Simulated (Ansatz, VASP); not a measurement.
**Two plane-wave programs on In4P**

```
In P
1.0
     5.53195    0.00000    0.00000
     0.00000    5.53195    0.00000
     0.00000    0.00000    5.53195
In P
4 1
Direct
  0.50000 0.00000 0.00000
  0.00000 0.50000 0.00000
  0.00000 0.00000 0.50000
  0.00000 0.00000 0.00000
  0.50000 0.50000 0.50000
```

Alike in both runs: functional PBE; k mesh 8 × 8 × 8; occupations gaussian, width 0.1 eV; no spin polarisation.

Ansatz relaxed the structure, and its values are those at the end. VASP's run is a single point on that final structure, the one shown.

|  | VASP | Ansatz |
| --- | --- | --- |
| version | VASP 6.6.1 | Ansatz 0.2.0 |
| potentials or method | VASP PAW PBE potentials, release 64 (In_d, P), cutoff 520 eV | scalar-relativistic, plane waves, PAW |
| valence electrons in the cell | 57 | 57 |

```csv
,VASP,Ansatz,Ansatz less VASP
gap on the k mesh at the Fermi level (eV),none,none,-
pressure (GPa),0.0,0.0,+0.02
```

A gap of «none» marks a metal or a gap that the smearing closes. With one functional, cell and mesh, what is left measures potentials, basis and numerics.
